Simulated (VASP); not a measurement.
# GaAs (F-43m) in VASP: settings compared

GaAs is run at these levels: PBE, r2SCAN; tasks: single point.

Everything below comes from runs of VASP 6.6.1. Logs are shortened: lines on timing, memory, paths and dates and some standing lists are left out, and cuts for length are marked.

**1. The cell of the first run**

The structure is cubic, space group F-43m (No. 216). Conventional cell: a = 5.666 Å, b = 5.666 Å, c = 5.666 Å, α = 90.00°, β = 90.00°, γ = 90.00°. Within 3.2 Å of Ga (site symmetry -43m) lie 4 As at 2.45 Å. As (site symmetry -43m) has 4 Ga at 2.45 Å within 3.2 Å.

**2. Single point, PBE**

Contents of INCAR:

```
ALGO = Normal ; EDIFF = 1E-6
ENCUT = 520 ; GGA = PE
ISIF = 2 ; ISMEAR = -1
LASPH = True ; LCHARG = False
LREAL = False ; LWAVE = False
NBANDS = 16 ; NELM = 100
PREC = Accurate ; SIGMA = 0.02
```

Contents of KPOINTS:

```
k-points
0
Gamma
  8 8 8
```

Contents of POSCAR:

```
GaAs
1.0
    0.0000000000      2.8330850941      2.8330850941
    2.8330850941      0.0000000000      2.8330850941
    2.8330850941      2.8330850941      0.0000000000
Ga As
1 1
Direct
    0.0000000000      0.0000000000      0.0000000000
    0.2500000000      0.2500000000      0.2500000000
```

Potentials or basis: VASP PAW PBE potentials, release 64 (Ga_d, As).

Run with:

```bash
$ cat potpaw_PBE.64/Ga_d/POTCAR potpaw_PBE.64/As/POTCAR > POTCAR
$ mpirun -np 1 vasp_std > vasp.out
```

OUTCAR:

```text
EDIFF = 1E-6
   ENCUT = 520
   GGA = PE
   ISIF = 2
   ISMEAR = -1
   LASPH = True
   LREAL = False
   NELM = 100
   PREC = Accurate

 ion  position               nearest neighbor table
   1  0.000  0.000  0.000-   2 2.45   2 2.45   2 2.45   2 2.45
   2  0.250  0.250  0.250-   1 2.45   1 2.45   1 2.45   1 2.45

  LATTYP: Found a face centered cubic cell.
 ALAT       =     5.6661701882

  Lattice vectors:

 A1 = (   0.0000000000,   2.8330850941,   2.8330850941)
 A2 = (   2.8330850941,   0.0000000000,   2.8330850941)
 A3 = (   2.8330850941,   2.8330850941,   0.0000000000)

Analysis of symmetry for initial positions (statically):
=====================================================================
 Subroutine PRICEL returns:
 Original cell was already a primitive cell.

 Routine SETGRP: Setting up the symmetry group for a
 face centered cubic supercell.

 Subroutine GETGRP returns: Found 24 space group operations
 (whereof 24 operations were pure point group operations)
 out of a pool of 48 trial point group operations.

The static configuration has the point symmetry T_d .

Analysis of symmetry for dynamics (positions and initial velocities):
=====================================================================
 Subroutine PRICEL returns:
 Original cell was already a primitive cell.

 Routine SETGRP: Setting up the symmetry group for a
 face centered cubic supercell.

 Subroutine GETGRP returns: Found 24 space group operations
 (whereof 24 operations were pure point group operations)
 out of a pool of 48 trial point group operations.

The dynamic configuration has the point symmetry T_d .

 Subroutine INISYM returns: Found 24 space group operations
 (whereof 24 operations are pure point group operations),
 and found     1 'primitive' translations

----------------------------------------------------------------------------------------

                                     Primitive cell

  volume of cell :      45.4788

  direct lattice vectors                    reciprocal lattice vectors
     0.000000000  2.833085094  2.833085094    -0.176486051  0.176486051  0.176486051
     2.833085094  0.000000000  2.833085094     0.176486051 -0.176486051  0.176486051
     2.833085094  2.833085094  0.000000000     0.176486051  0.176486051 -0.176486051

[... 73 lines left out ...]
 SYSTEM =  unknown system
   PREC   = accura    normal or accurate (medium, high low for compatibility)
   ISTART =      0    job   : 0-new  1-cont  2-samecut
   ICHARG =      2    charge: 1-file 2-atom 10-const
   ISPIN  =      1    spin polarized calculation?
   LNONCOLLINEAR =      F non collinear calculations
   LSORBIT =      F    spin-orbit coupling
   LASPH  =      T    aspherical Exc in radial PAW
   ENCUT  =  520.0 eV  38.22 Ry    6.18 a.u.   7.45  7.45  7.45*2*pi/ulx,y,z
   NELM   =    100;   NELMIN=  2; NELMDL= -5     # of ELM steps
   EDIFF  = 0.1E-05   stopping-criterion for ELM
   LREAL  =      F    real-space projection
   EDIFFG = 0.1E-04   stopping-criterion for IOM
   NSW    =      0    number of steps for IOM
   IBRION =     -1    ionic relax: 0-MD 1-quasi-New 2-CG
   NFREE  =      0    steps in history (QN), initial steepest desc. (CG)
   ISIF   =      2    stress and relaxation
   ISYM   =      2    0-nonsym 1-usesym 2-fastsym
   POTIM  = 0.5000    time-step for ionic-motion
   TEBEG  =    0.0;   TEEND  =   0.0 temperature during run
   PSTRESS=    0.0 pullay stress
   NELECT =      18.0000    total number of electrons
   NUPDOWN=      -1.0000    fix difference up-down
   EMIN   =  10.00;   EMAX   =-10.00  energy-range for DOS
   EFERMI =   0.00;   METHOD = LEGACY
   ISMEAR =    -1;   SIGMA  =   0.02  broadening in eV -4-tet -1-fermi 0-gaus
   EFERMI_NEDOS =   21; number of points for ismear=-14 and -15
   IALGO  =     38    algorithm
   IMIX   =      4    mixing-type and parameters
     AMIX     =   0.40;   BMIX     =  1.00
     AMIX_MAG =   1.60;   BMIX_MAG =  1.00
  volume/ion in A,a.u.               =      22.74       153.45
  Fermi-wavevector in a.u.,A,eV,Ry     =   1.201977  2.271407 19.656990  1.444748
  Thomas-Fermi vector in A             =   2.337771
   LORBIT       =      0    0 simple, 1 ext, 2 COOP (PROOUT), +10 PAW based schemes
   GGA     = PE    functional components
   LHFCALC =     F    Hartree Fock is set to
   AEXX    =    0.0000 exact exchange contribution
   IVDW    =     0    specifies the selected vdW correction
   LEPSILON=     F    determine dielectric tensor
   LRPA    =     F    only Hartree local field effects (RPA)
 non-spin polarized calculation
  energy-cutoff  :      520.00
  volume of cell :       45.48
 maximum number of plane-waves:      1243
 NGX is ok and might be reduce to    30
   NGX = 15   NGY = 15   NGZ = 15

 number of electron      17.9999990 magnetization

 Free energy of the ion-electron system (eV)
  ---------------------------------------------------
  ext. energy  EPLUGINS =         0.00000000
  ---------------------------------------------------
  free energy    TOTEN  =        -8.25311742 eV

  energy without entropy =       -8.25311739  energy(sigma->0) =       -8.25311740

 E-fermi :   4.1171     XC(G=0):  -9.5577

 val. band max:        3.8709562863   @ k =   0.0000   0.0000   0.0000
 cond. band min:       4.3411869448   @ k =   0.0000   0.0000   0.0000
 fundamental gap:      0.4702306585
 Fermi energy:         4.1170726633

 k-point     1 :       0.0000    0.0000    0.0000
  band No.  band energies     occupation
      1     -10.9263      2.00000
      2     -10.9263      2.00000
      3     -10.9263      2.00000
      4     -10.8487      2.00000
      5     -10.8487      2.00000
      6      -8.8073      2.00000
[... 433 lines left out ...]
      3     -10.8946      2.00000
      4     -10.8529      2.00000
      5     -10.8453      2.00000
      6      -6.7243      2.00000
[... 8 lines left out ...]
     15      15.4632      0.00000
     16      15.9682      0.00000

 [... further k-points ...]
[... 5 lines left out ...]
  --------------------------------------------------------------------------------------
  -------------------------------------------------------------------------------------
  Total        0.8357526      0.8357526      0.8357526      0.0000000      0.0000000      0.0000000
  in kB       29.4428258     29.4428258     29.4428258      0.0000000      0.0000000      0.0000000
  external PRESSURE =      29.4428258 kB  Pullay stress =       0.0000000 kB

 VOLUME and BASIS-vectors are now :
 -----------------------------------------------------------------------------
  energy-cutoff  :      520.00
  volume of cell :       45.48
      direct lattice vectors                 reciprocal lattice vectors
     0.000000000  2.833085094  2.833085094    -0.176486051  0.176486051  0.176486051
     2.833085094  0.000000000  2.833085094     0.176486051 -0.176486051  0.176486051
     2.833085094  2.833085094  0.000000000     0.176486051  0.176486051 -0.176486051

 POSITION                                       TOTAL-FORCE (eV/Angst)
 -----------------------------------------------------------------------------------
      0.00000      0.00000      0.00000        -0.000000     -0.000000     -0.000000
      1.41654      1.41654      1.41654         0.000000      0.000000      0.000000
 -----------------------------------------------------------------------------------
    total drift:                                0.000002      0.000002      0.000002

  FREE ENERGIE OF THE ION-ELECTRON SYSTEM (eV)
  ---------------------------------------------------
  free  energy   TOTEN  =        -8.2531174160 eV

  energy  without entropy=       -8.2531173890  energy(sigma->0) =       -8.25311740
```

stdout:

```text
POSCAR found type information on POSCAR GaAs
 POSCAR found :  2 types and       2 ions
 scaLAPACK will be used
 LDA part: xc-table for (Slater+PW92), standard interpolation
 POSCAR, INCAR and KPOINTS ok, starting setup
 FFT: planning ... GRIDC
 FFT: planning ... GRID_SOFT
 FFT: planning ... GRID
 WAVECAR not read
 entering main loop
```

Wall time 18 s (1 thread of Intel Xeon Platinum 8375C at 2.90GHz (Ice Lake), shared host); peak memory 0.16 GiB.

Results:

```
Free energy            : -8.2531 eV
Pressure               : 2.9 GPa
Band gap on the k mesh : 0.47 eV, direct
```

As with any semilocal functional, this PBE gap is likely too small.

(Part 1 of 2 ends here.)
